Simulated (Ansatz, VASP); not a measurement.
# One calculation of Ga3Bi2N3, two programs

```
Ga Bi N
1.0
     3.24350    1.87264    5.34597
    -3.24350    1.87264    5.34597
     0.00000   -3.74527    5.34597
Ga Bi N
3 2 3
Direct
  0.50000 0.50000 0.50000
  0.07748 0.07748 0.07748
  0.92252 0.92252 0.92252
  0.72721 0.72721 0.72721
  0.27279 0.27279 0.27279
  0.50000 0.50000 0.00000
  0.00000 0.50000 0.50000
  0.50000 0.00000 0.50000
```

Change from the starting cell: species swapped into the K3Ag3As2 type (R-3m, No. 166).

Alike in both runs: functional PBE; k mesh 3 × 3 × 3; occupations gaussian, width 0.15 eV; no spin polarisation.

Ansatz relaxed the structure, and its values are those at the end. VASP's run is a single point on that final structure, the one shown.

|  | VASP | Ansatz |
| --- | --- | --- |
| version | VASP 6.6.1 | Ansatz 0.2.0 |
| potentials or method | VASP PAW PBE potentials, release 64 (Ga_d, Bi_d, N), cutoff 520 eV | scalar-relativistic, plane waves, PAW |
| valence electrons in the cell | 84 | 84 |

|  | VASP | Ansatz | Ansatz less VASP |
| --- | --- | --- | --- |
| gap on the k mesh at the Fermi level (eV) | 0.45 | 0.45 | +0.005 |
| least direct gap on the mesh (eV) | 0.46 | 0.46 | +0.005 |
| pressure (GPa) | 0.0 | 0.0 | -0.01 |
| rms of the force components (eV/Å) | 0.008 | 0.009 | +0.0012 |

Spin-orbit coupling is off throughout.
